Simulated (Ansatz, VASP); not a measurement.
## Two plane-wave programs on CoSn

```xyz
2
Lattice="-1.4819 -1.4819 -3.7072 -1.4819 -3.7072 -1.4819 -3.7072 -1.4819 -1.4819" Properties=species:S:1:pos:R:3 pbc="T T T"
Co   -2.9637   -5.1891   -5.1891
Sn   -3.3355   -3.3355   -3.3355
```

Alike in both runs: functional PBE; k mesh 18 × 18 × 18; occupations gaussian, width 0.1 eV; collinear spin.

Ansatz relaxed the structure, and its values are those at the end. VASP's run is a single point on that final structure, the one shown.

|  | VASP | Ansatz |
| --- | --- | --- |
| version | VASP 6.6.1 | Ansatz 0.2.0 |
| potentials or method | VASP PAW PBE potentials, release 64 (Co, Sn_d), cutoff 520 eV | scalar-relativistic, plane waves, PAW |
| valence electrons in the cell | 23 | 31 |

```tsv
	VASP	Ansatz	Ansatz less VASP
gap on the k mesh at the Fermi level (eV)	none	none	-
pressure (GPa)	0.0	0.0	0.00
net moment per atom (μB)	0.00	0.00	0.000
```

A gap of «none» marks a metal or a gap that the smearing closes. The functional is the same, so the differences come from potentials, cutoffs and numerics. VASP's potentials hold 23 valence electrons a cell and Ansatz's 31, so a difference there can come from the potentials and not from the codes. Ansatz's warnings: seeded moment not kept.
